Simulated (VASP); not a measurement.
CaO: single point with LDA

The system is CaO.

```
Ca O
1.0
     0.00000    2.41515    2.41515
     2.41515    0.00000    2.41515
     2.41515    2.41515    0.00000
Ca O
1 1
Cartesian
  2.4152 2.4152 2.4152
  0.0000 0.0000 0.0000
```

| Property | Result |
| --- | --- |
| Program | VASP 6.6.1 |
| Task | single point |
| Functional | LDA |
| Potentials or basis | VASP PAW LDA potentials, release 64 (Ca_sv, O) |
| Cutoff | 600 eV |
| k mesh | 8 × 8 × 8 |
| Occupations | gaussian, width 0.02 eV |
| Spin | no spin polarisation |

```yaml
Pressure: -7.8 GPa
Band_gap_on_the_k_mesh: 3.47 eV, indirect (least direct gap 3.85 eV)
```

Levels at points of the mesh, in eV from the valence-band top:
| k point | band 5 | band 6 | band 7 | band 8 | band 9 | band 10 | band 11 | band 12 |
| --- | --- | --- | --- | --- | --- | --- | --- | --- |
| (0.00, 0.00, 0.00) | -15.18 | 0.00 | 0.00 | 0.00 | 4.45 | 6.07 | 6.07 | 6.07 |
| (0.50, 0.00, 0.00) | -13.99 | -2.67 | -1.20 | -1.20 | 6.89 | 8.20 | 8.23 | 8.23 |
| (0.50, 0.50, 0.00) | -14.93 | -1.32 | -0.38 | -0.38 | 3.47 | 7.90 | 8.79 | 9.44 |

It took 6.8 s on 1 thread of Intel(R) Xeon(R) 6975P-C (Granite Rapids), with other jobs on the host, peak memory 0.15 GiB.

A k mesh can miss the band edges. As with any semilocal functional, this LDA gap is likely too small.
